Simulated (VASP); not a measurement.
Crystal: LiH.

```
Li H
1.0
     0.00000    1.98998    1.98998
     1.98998    0.00000    1.98998
     1.98998    1.98998    0.00000
Li H
1 1
Direct
  0.00000 0.00000 0.00000
  0.50000 0.50000 0.50000
```

Base run:

| Quantity | Value |
| --- | --- |
| Program | VASP 6.6.1 |
| Functional | HSE06 |
| Potentials or basis | VASP PAW PBE potentials, release 64 (Li_sv, H) |
| Cutoff | 520 eV |
| k mesh | 10 × 10 × 10 |
| Occupations | fermi-dirac, width 0.05 eV |
| Spin | no spin polarisation |

Its results: band gap on the k mesh 3.96 eV.

Problem. The run is repeated on the same cell with these changes: functional from HSE06 to r2SCAN. What comes out?

Solution. Band gap on the k mesh 3.57 eV.

A k mesh can miss the band edges.
